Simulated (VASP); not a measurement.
Crystal: SrBe3.

```
Sr Be
1.0
     4.28000    0.00000    0.00000
     0.00000    4.28000    0.00000
     0.00000    0.00000    4.28000
Sr Be
1 3
Direct
  0.00000 0.00000 0.00000
  0.00000 0.50000 0.50000
  0.50000 0.00000 0.50000
  0.50000 0.50000 0.00000
```

- Program: VASP 6.6.1
- Task: relaxation of cell and atoms
- Functional: LDA
- Potentials or basis: VASP PAW LDA potentials, release 64 (Sr_sv, Be)
- Cutoff: 600 eV
- k mesh: 4 × 4 × 4
- Occupations: fermi-dirac, width 0.05 eV
- Spin: no spin polarisation

At the start: pressure -3.9 GPa; volume 19.60 Å³/atom.

Problem. Where does the relaxation end?

Solution. Over 3 steps the energy falls by 23.9 meV/atom and the volume is 17.83 Å³/atom (-9.0 %); space group Pm-3m (No. 221, to 0.1 Å) before and after.

Step by step:
```tsv
step	energy change (eV)	largest force (eV/Å)	pressure (GPa)	volume (Å³)
1	0.0000	0.0000	-3.95	78.40
2	-0.0886	0.0000	-1.19	73.05
3	-0.0955	0.0000	-0.07	71.34
```

Final structure:
```
Sr Be
1.0
     4.14738    0.00000    0.00000
     0.00000    4.14738    0.00000
     0.00000    0.00000    4.14738
Sr Be
1 3
Direct
  0.00000 0.00000 0.00000
  0.00000 0.50000 0.50000
  0.50000 0.00000 0.50000
  0.50000 0.50000 0.00000
```

Caveat: the k points lie up to 0.38 Å⁻¹ apart in the final cell, too coarse for converged energies and pressures of a metal.
